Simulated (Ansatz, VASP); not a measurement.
## Si17C15 in VASP and in Ansatz

```
Si C
1.0
     6.15200    0.00000    0.00000
    -3.07600    5.32779    0.00000
     0.00000    0.00000   10.09600
Si C
17 15
Direct
  0.16667 0.33333 0.97145
  0.16667 0.33333 0.50114
  0.16892 0.83446 0.00214
  0.16388 0.83194 0.50635
  0.66554 0.33108 0.00214
  0.66806 0.33612 0.50635
  0.66554 0.83446 0.00214
  0.66806 0.83194 0.50635
  0.34901 0.15099 0.26276
  0.33528 0.16472 0.74828
  0.34901 0.69802 0.26276
  0.33528 0.67055 0.74828
  0.80198 0.15099 0.26276
  0.82945 0.16472 0.74828
  0.83333 0.66667 0.25227
  0.83333 0.66667 0.75564
  0.16667 0.33333 0.18366
  0.16667 0.33333 0.68957
  0.16675 0.83338 0.19040
  0.16278 0.83139 0.69062
  0.66662 0.33325 0.19040
  0.66861 0.33722 0.69062
  0.66662 0.83338 0.19040
  0.66861 0.83139 0.69062
  0.33625 0.16375 0.44759
  0.33725 0.16275 0.93283
  0.33625 0.67250 0.44759
  0.33725 0.67450 0.93283
  0.82750 0.16375 0.44759
  0.82550 0.16275 0.93283
  0.83333 0.66667 0.44008
  0.83333 0.66667 0.94332
```

Alike in both runs: functional PBE; k mesh 4 × 4 × 2; occupations fermi-dirac, width 0.01 eV; no spin polarisation.

Ansatz relaxed the structure, and its values are those at the end. VASP's run is a single point on that final structure, the one shown.

```csv
,VASP,Ansatz
version,VASP 6.6.1,Ansatz 0.2.0
potentials or method,"VASP PAW PBE potentials, release 64 (Si, C)","plane-wave PAW, scalar-relativistic"
plane-wave cutoff (eV),520,420
valence electrons in the cell,128,128
```

VASP gave:

- gap on the k mesh at the Fermi level (eV): 1.00
- pressure (GPa): 14.2
- rms of the force components (eV/Å): 0.006

**Question.** Estimate Ansatz's values.

**Answer.** gap on the k mesh at the Fermi level (eV): 1.01; pressure (GPa): 14.3; rms of the force components (eV/Å): 0.004.

Ansatz's warnings: stress scf threshold loose.
